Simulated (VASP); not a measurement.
# Ag (Fm-3m) in VASP: further runs, part 2 of 2

VASP 6.6.1. Earlier steps stand in the parts before.

### Step 4. Single point, LDA (12.50 Å³/atom)

This run uses another cell than the first one, of 12.50 Å³/atom.

Input file INCAR:

```
ALGO = Normal
EDIFF = 1E-6
ENCUT = 520
GGA = CA
ISIF = 2
ISMEAR = -1
LASPH = True
LCHARG = False
LREAL = False
LWAVE = False
NBANDS = 12
NELM = 60
PREC = Accurate
SIGMA = 0.05
```

Input file KPOINTS:

```
k-points
0
Gamma
  18 18 18
```

Input file POSCAR:

```
Ag
1.0
    0.0000000000      1.8418607896      1.8418607896
    1.8418607896      0.0000000000      1.8418607896
    1.8418607896      1.8418607896      0.0000000000
Ag
1
Direct
    0.0000000000      0.0000000000      0.0000000000
```

Potentials or basis: VASP PAW LDA potentials, release 64 (Ag).

Started as:

```sh
> cat potpaw_LDA.64/Ag/POTCAR > POTCAR
> mpirun -np 1 vasp_std > vasp.out
```

OUTCAR:

```text
EDIFF = 1E-6
   ENCUT = 520
   GGA = CA
   ISIF = 2
   ISMEAR = -1
   LASPH = True
   LREAL = False
   NELM = 60
   PREC = Accurate

 ion  position               nearest neighbor table
   1  0.000  0.000  0.000-

  LATTYP: Found a face centered cubic cell.
 ALAT       =     3.6837215792

  Lattice vectors:

 A1 = (   0.0000000000,   1.8418607896,   1.8418607896)
 A2 = (   1.8418607896,   0.0000000000,   1.8418607896)
 A3 = (   1.8418607896,   1.8418607896,   0.0000000000)

Analysis of symmetry for initial positions (statically):
=====================================================================
 Subroutine PRICEL returns:
 Original cell was already a primitive cell.

 Routine SETGRP: Setting up the symmetry group for a
 face centered cubic supercell.

 Subroutine GETGRP returns: Found 48 space group operations
 (whereof 48 operations were pure point group operations)
 out of a pool of 48 trial point group operations.

The static configuration has the point symmetry O_h .

Analysis of symmetry for dynamics (positions and initial velocities):
=====================================================================
 Subroutine PRICEL returns:
 Original cell was already a primitive cell.

 Routine SETGRP: Setting up the symmetry group for a
 face centered cubic supercell.

 Subroutine GETGRP returns: Found 48 space group operations
 (whereof 48 operations were pure point group operations)
 out of a pool of 48 trial point group operations.

The dynamic configuration has the point symmetry O_h .

 Subroutine INISYM returns: Found 48 space group operations
 (whereof 48 operations are pure point group operations),
 and found     1 'primitive' translations

----------------------------------------------------------------------------------------

                                     Primitive cell

  volume of cell :      12.4968

  direct lattice vectors                    reciprocal lattice vectors
     0.000000000  1.841860790  1.841860790    -0.271464599  0.271464599  0.271464599
[... 110 lines left out ...]
   LHFCALC =     F    Hartree Fock is set to
   AEXX    =    0.0000 exact exchange contribution
   IVDW    =     0    specifies the selected vdW correction
   LEPSILON=     F    determine dielectric tensor
   LRPA    =     F    only Hartree local field effects (RPA)
 non-spin polarized calculation
  energy-cutoff  :      520.00
  volume of cell :       12.50
 maximum number of plane-waves:       347
   NGX =  9   NGY =  9   NGZ =  9

 number of electron      11.0000004 magnetization

 Free energy of the ion-electron system (eV)
  ---------------------------------------------------
  ext. energy  EPLUGINS =         0.00000000
  ---------------------------------------------------
  free energy    TOTEN  =        -3.19998919 eV

  energy without entropy =       -3.19789531  energy(sigma->0) =       -3.19894225

 E-fermi :  13.5070     XC(G=0): -14.5036

 val. band max:       13.4226371451   @ k =   0.4444   0.3889   0.0000
 cond. band min:      13.5927160249   @ k =   0.5000   0.3333   0.1667
 fundamental gap:      0.1700788798
 Fermi energy:        13.5069964937

 k-point     1 :       0.0000    0.0000    0.0000
  band No.  band energies     occupation
      1       2.9600      2.00000
      2       7.1593      2.00000
      3       7.1593      2.00000
      4       7.1593      2.00000
      5       8.9665      2.00000
      6       8.9665      2.00000
      7      29.6129      0.00000
      8      35.0306      0.00000
      9      35.0306      0.00000
     10      35.0306      0.00000
     11      41.0354      0.00000
     12      45.0022      0.00000
[... 331 lines left out ...]
 k-point    24 :      -0.2222    0.0556    0.0000
  band No.  band energies     occupation
      1       4.7309      2.00000
      2       7.0463      2.00000
      3       7.5477      2.00000
      4       7.5618      2.00000
      5       8.8378      2.00000
      6       9.4514      2.00000
      7      27.4716      0.00000
      8      30.8665      0.00000
      9      35.5467      0.00000
     10      38.0872      0.00000
     11      38.5001      0.00000
     12      40.3181      0.00000

 [... further k-points ...]

------------------------ aborting loop because EDIFF is reached ----------------------------------------

  FORCE on cell =-STRESS in cart. coord.  units (eV):
  Direction    XX          YY          ZZ          XY          YZ          ZX
  --------------------------------------------------------------------------------------
  -------------------------------------------------------------------------------------
  Total        5.3720873      5.3720873      5.3720873     -0.0000000      0.0000000     -0.0000000
  in kB      688.7367267    688.7367267    688.7367267     -0.0000000      0.0000000     -0.0000000
  external PRESSURE =     688.7367267 kB  Pullay stress =       0.0000000 kB

 VOLUME and BASIS-vectors are now :
 -----------------------------------------------------------------------------
  energy-cutoff  :      520.00
  volume of cell :       12.50
      direct lattice vectors                 reciprocal lattice vectors
     0.000000000  1.841860790  1.841860790    -0.271464599  0.271464599  0.271464599
     1.841860790  0.000000000  1.841860790     0.271464599 -0.271464599  0.271464599
     1.841860790  1.841860790  0.000000000     0.271464599  0.271464599 -0.271464599

 POSITION                                       TOTAL-FORCE (eV/Angst)
 -----------------------------------------------------------------------------------
      0.00000      0.00000      0.00000         0.000000      0.000000     -0.000000
 -----------------------------------------------------------------------------------
    total drift:                                0.000000      0.000000      0.000000

  FREE ENERGIE OF THE ION-ELECTRON SYSTEM (eV)
  ---------------------------------------------------
  free  energy   TOTEN  =        -3.1999891886 eV

  energy  without entropy=       -3.1978953084  energy(sigma->0) =       -3.19894225
```

OSZICAR:

```text
N       E                     dE             d eps       ncg     rms          rms(c)
DAV:   1     0.538802256850E+02    0.53880E+02   -0.56198E+03  4700   0.870E+02
DAV:   2    -0.265525833043E+01   -0.56535E+02   -0.53864E+02  5564   0.212E+02
DAV:   3    -0.356523205832E+01   -0.90997E+00   -0.90890E+00  5476   0.269E+01
DAV:   4    -0.356764249512E+01   -0.24104E-02   -0.24103E-02  5476   0.149E+00
DAV:   5    -0.356765548426E+01   -0.12989E-04   -0.12989E-04  5556   0.944E-02    0.135E+01
DAV:   6    -0.324689339043E+01    0.32076E+00   -0.82729E-01  5344   0.878E+00    0.762E+00
DAV:   7    -0.320711379263E+01    0.39780E-01   -0.54590E-02  5844   0.216E+00    0.304E+00
DAV:   8    -0.319996902560E+01    0.71448E-02   -0.28772E-03  5332   0.624E-01    0.185E-01
DAV:   9    -0.319999049304E+01   -0.21467E-04   -0.95370E-06  5532   0.318E-02    0.309E-02
DAV:  10    -0.319998918354E+01    0.13095E-05   -0.28675E-06  5548   0.128E-02    0.958E-04
DAV:  11    -0.319998918863E+01   -0.50950E-08   -0.34721E-08  2928   0.169E-03
   1 F= -.31999892E+01 E0= -.31989422E+01  d E =-.209388E-02
```

Wall time 8.7 s (1 thread of Intel Xeon 6975P-C (Granite Rapids), shared host); peak memory 0.14 GiB.

Results:

* Free energy: -3.2000 eV
* Pressure: 68.9 GPa
* Band gap on the k mesh: zero (an odd number of electrons rules out a gap without spin polarisation)

Caveat: the cell stands under pressure.

### Step 5. Single point, LDA (14.10 Å³/atom)

This run uses another cell than the first one, of 14.10 Å³/atom.

Input file INCAR:

```
SYSTEM = Ag
PREC     = Accurate       ! precision mode
ENCUT    = 520            ! plane-wave cutoff, eV
EDIFF    = 1E-7           ! SCF threshold, eV
ISMEAR   = -1             ! smearing method
SIGMA    = 0.05           ! smearing width, eV
LREAL    = .False.        ! projectors in reciprocal space
LASPH    = .True.         ! aspherical terms in the spheres
NELM     = 100            ! most SCF steps
ALGO     = Normal         ! electronic algorithm
ISIF     = 2              ! what is computed and relaxed
LWAVE    = .False.        ! write WAVECAR
LCHARG   = .False.        ! write CHGCAR
NBANDS   = 12             ! bands
```

Input file KPOINTS:

```
regular mesh
0
Gamma
  18 18 18
  0 0 0
```

Input file POSCAR:

```
Ag
1.0
    0.0000000000      1.9174298865      1.9174298865
    1.9174298865      0.0000000000      1.9174298865
    1.9174298865      1.9174298865      0.0000000000
Ag
1
Direct
    0.0000000000      0.0000000000      0.0000000000
```

Started as:

```sh
> cat potpaw_LDA.64/Ag/POTCAR > POTCAR
> mpirun -np 1 vasp_std > vasp.out
```

Run time: 8.9 s. Hardware: 1 thread of Intel Xeon 6975P-C (Granite Rapids), shared host; peak memory 0.14 GiB.

Results (log left out):

```yaml
Free_energy: -3.6493 eV
Pressure: 25.5 GPa
Band_gap_on_the_k_mesh: zero (an odd number of electrons rules out a gap without spin polarisation)
```

Levels at points of the mesh, in eV from the Fermi level:
| k point | band 4 | band 5 | band 6 | band 7 | band 8 | band 9 |
| --- | --- | --- | --- | --- | --- | --- |
| (0.00, 0.00, 0.00) | -5.62 | -4.15 | -4.15 | 16.22 | 20.88 | 20.88 |
| (0.50, 0.00, 0.00) | -3.03 | -3.03 | -1.03 | 4.74 | 15.51 | 19.63 |
| (0.50, 0.50, 0.00) | -2.74 | -2.74 | 1.32 | 8.33 | 11.48 | 11.48 |

Caveat: the cell stands under pressure.

### Step 6. Overview

| cell | gap on the mesh (eV) | pressure (GPa) |
| --- | --- | --- |
| a = 2.488 Å, angles 60.0°, 1 atom | none | 155.4 |
| a = 2.605 Å, angles 60.0°, 1 atom | none | 68.9 |
| a = 2.712 Å, angles 60.0°, 1 atom | none | 25.5 |

Alike in all rows: task single point; level LDA; potentials or basis VASP PAW LDA potentials, release 64 (Ag); no spin polarisation; k mesh 18 × 18 × 18; cutoff (eV) 520; smearing fermi-dirac 0.05 eV.

Caveats: the cell stands under pressure.

Absolute energies hang on the potentials; compare differences alone.

The gap in the log of VASP goes by the Fermi energy; the results here count the filled bands.